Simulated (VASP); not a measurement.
## AlN: single point with PBEsol

AlN:

```xyz
2
Lattice="0.0000 2.1588 2.1588 2.1588 0.0000 2.1588 2.1588 2.1588 0.0000" Properties=species:S:1:pos:R:3 pbc="T T T"
Al    0.0000    0.0000    0.0000
N     3.2382    3.2382    3.2382
```

```json
{"Program": "VASP 6.6.1", "Task": "single point", "Functional": "PBEsol", "Potentials or basis": "VASP PAW PBE potentials, release 64 (Al, N)", "Cutoff": "600 eV", "k mesh": "10 × 10 × 10", "Occupations": "gaussian, width 0.01 eV", "Spin": "no spin polarisation"}
```

```json
{
 "Pressure": "8.9 GPa",
 "Band gap on the k mesh": "3.20 eV, indirect (least direct gap 4.44 eV)"
}
```

Levels at points of the mesh, in eV from the valence-band top:
```tsv
k point	band 1	band 2	band 3	band 4	band 5	band 6	band 7	band 8
(0.00, 0.00, 0.00)	-15.16	0.00	0.00	0.00	4.44	12.81	12.81	12.81
(0.50, 0.00, 0.00)	-12.97	-6.06	-0.49	-0.49	7.60	10.00	11.25	11.25
(0.50, 0.50, 0.00)	-12.29	-5.06	-1.83	-1.83	3.20	8.69	14.35	16.06
```

It took 12 s on 1 thread of AMD EPYC 7R43 64-Core Processor (Zen 3), with other jobs on the host, peak memory 0.1 GiB.

Caveat: the PAW data sets were made with another functional, which shifts forces and pressure a little. Expect the measured gap to be larger: semilocal functionals such as PBEsol lack the derivative discontinuity.
